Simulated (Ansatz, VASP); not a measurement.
# Ti4O: VASP beside Ansatz

File INCAR:

```
PREC     = Accurate       # precision mode
ENCUT    = 520            # plane-wave cutoff, eV
EDIFF    = 1E-7           # SCF threshold, eV
ISMEAR   = 0              # smearing method
SIGMA    = 0.1            # smearing width, eV
LREAL    = F              # projectors in reciprocal space
LASPH    = T              # aspherical terms in the spheres
NELM     = 60             # most SCF steps
ALGO     = Normal         # electronic algorithm
ISIF     = 2              # what is computed and relaxed
LWAVE    = F              # write WAVECAR
LCHARG   = F              # write CHGCAR
LDIPOL   = T            
IDIPOL   = 3            
DIPOL    = 0.5 0.5 0.490
GGA      = PS             # functional
NBANDS   = 35             # bands
```

The input KPOINTS:

```
Automatic mesh
0
Gamma
  12 12 1
```

POSCAR

```
Ti4O
1.0
    2.8679135954      0.0000000000      0.0000000000
   -1.4339567977      2.4836860295      0.0000000000
    0.0000000000      0.0000000000     26.0249249352
Ti O
4 1
Direct
    0.6666666667      0.3333333333      0.3266099719
    0.3333333333      0.6666666667      0.4165868556
    0.0000000000      0.0000000000      0.5080269110
    0.6666666667      0.3333333333      0.5921085072
    1.3333333333      0.6666666667      0.6065635898
```

Input for Ansatz:

```yaml
crystal:
  lattice:
    - [2.8679135954, 0.0, 0.0]
    - [-1.4339567977, 2.4836860295, 0.0]
    - [0.0, 0.0, 26.0249249352]
  atoms:
    - { symbol: Ti, position: [0.6666666667, 0.3333333333, 0.3266099719] }
    - { symbol: Ti, position: [0.3333333333, 0.6666666667, 0.4165868556] }
    - { symbol: Ti, position: [0.0, 0.0, 0.508026911] }
    - { symbol: Ti, position: [0.6666666667, 0.3333333333, 0.5921085072] }
    - { symbol: O, position: [1.3333333333, 0.6666666667, 0.6065635898] }
basis:
  ecutwfc: 420
kpoints:
  mp_grid: { grid: [12, 12, 1] }
hamiltonian:
  xc: pbesol
scf:
  occupations: { method: gaussian, width: 0.1 }
output:
  forces: true
  stress: true
  eigenvalues: true
  write_density: true
  write_potential: true
  elf: true
  volumetric_format: npy
efield:
  axis: 3
  dipole_correction: true
  ramp_width: 0.04
```

Alike in both runs: task single point; functional PBEsol; k mesh 12 × 12 × 1; occupations gaussian, width 0.1 eV; no spin polarisation.

|  | VASP | Ansatz |
| --- | --- | --- |
| version | VASP 6.6.1 | Ansatz 0.2.0 |
| potentials or method | VASP PAW PBE potentials, release 64 (Ti_sv, O), cutoff 520 eV | scalar-relativistic, plane waves, PAW |
| valence electrons in the cell | 54 | 54 |

```csv
,VASP,Ansatz,Ansatz less VASP
gap on the k mesh at the Fermi level (eV),none,none,-
rms of the force components (eV/Å),2.204,2.195,-0.0091
```

VASP's potentials were made for PBE, not for PBEsol. Atom by atom the forces differ by 0.017 eV/Å (rms over components). A gap of «none» marks a metal or a gap that the smearing closes. Ansatz's warnings: xc potential rough in thin density.
